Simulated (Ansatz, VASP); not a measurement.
## MoS2 in VASP and in Ansatz

```xyz
3
Lattice="0.0000 2.9324 2.9324 2.9324 0.0000 2.9324 2.9324 2.9324 0.0000" Properties=species:S:1:pos:R:3 pbc="T T T"
Mo    0.0000    0.0000    0.0000
S     1.4662    1.4662    1.4662
S     4.3986    4.3986    4.3986
```

Alike in both runs: task single point; functional PBE; k mesh 4 × 4 × 4; occupations fermi-dirac, width 0.02 eV; non-collinear spin, spin-orbit coupling.

```csv
,VASP,Ansatz
version,VASP 6.6.1,Ansatz 0.2.0
potentials or method,"VASP PAW PBE potentials, release 64 (Mo_sv, S)","plane waves, PAW"
plane-wave cutoff (eV),520,420
valence electrons in the cell,26,26
```

|  | VASP | Ansatz | Ansatz less VASP |
| --- | --- | --- | --- |
| net moment per atom (μB) | 0.00 | 0.00 | 0.000 |

Ansatz's warnings: optics on partly filled bands.

The k mesh is coarse, so the values compare programs but aren't converged.
